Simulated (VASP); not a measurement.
Wanted: the native input for a VASP 6.6.1 run.

```
Task                   : single point
Functional             : BLYP
Dispersion             : D3(BJ)
Potentials or basis    : VASP PAW PBE potentials, release 64 (Cd, F)
Cutoff                 : 520 eV
k mesh                 : 9 × 9 × 9
Occupations            : fermi-dirac, width 0.05 eV
Spin                   : no spin polarisation
Dipole correction      : no
Further INCAR settings : ALGO = Normal; EDIFF = 1e-06; NBANDS = 20
```

The structure of CdF2 lies in POSCAR:

```
CdF2
1.0
    0.0000000000      2.7279898160      2.7279898160
    2.7279898160      0.0000000000      2.7279898160
    2.7279898160      2.7279898160      0.0000000000
Cd F
1 2
Direct
    0.0000000000      0.0000000000      0.0000000000
    0.7500000000      0.7500000000      0.7500000000
    0.2500000000      0.2500000000      0.2500000000
```

These files were run (other wordings do the same):

INCAR

```
SYSTEM = CdF2
PREC = Accurate
ENCUT = 520
EDIFF = 1E-6
ISMEAR = -1
SIGMA = 0.05
LREAL = .False.
LASPH = .True.
NELM = 80
ALGO = Normal
ISIF = 2
LWAVE = .False.
LCHARG = .True.
GGA = B5
ALDAX = 1.0
AGGAX = 1.0
AGGAC = 1.0
ALDAC = 0.0
IVDW = 12
VDW_S6 = 1.0
VDW_S8 = 2.6996
VDW_A1 = 0.4298
VDW_A2 = 4.2359
LELF = .True.
LVHAR = .True.
NBANDS = 20
```

KPOINTS

```
Automatic mesh
0
Gamma
  9 9 9
  0 0 0
```

Potentials or basis: VASP PAW PBE potentials, release 64 (Cd, F).

Command:

```console
$ cat potpaw_PBE.64/Cd/POTCAR potpaw_PBE.64/F/POTCAR > POTCAR
$ mpirun -np 1 vasp_std > vasp.out
```

It gave:

The pressure is 0.7 GPa, the band gap on the k mesh is 3.03 eV (least direct gap 3.52 eV) and the dispersion energy per atom is -0.346 eV.

Caveat: the PAW data sets were made with another functional, which shifts forces and pressure a little; an odd mesh through Γ misses points on the zone boundary, where band edges can lie.

Wall time 27 s on 1 thread of Intel(R) Xeon(R) 6975P-C (Granite Rapids), on a shared host, peak memory 0.19 GiB.
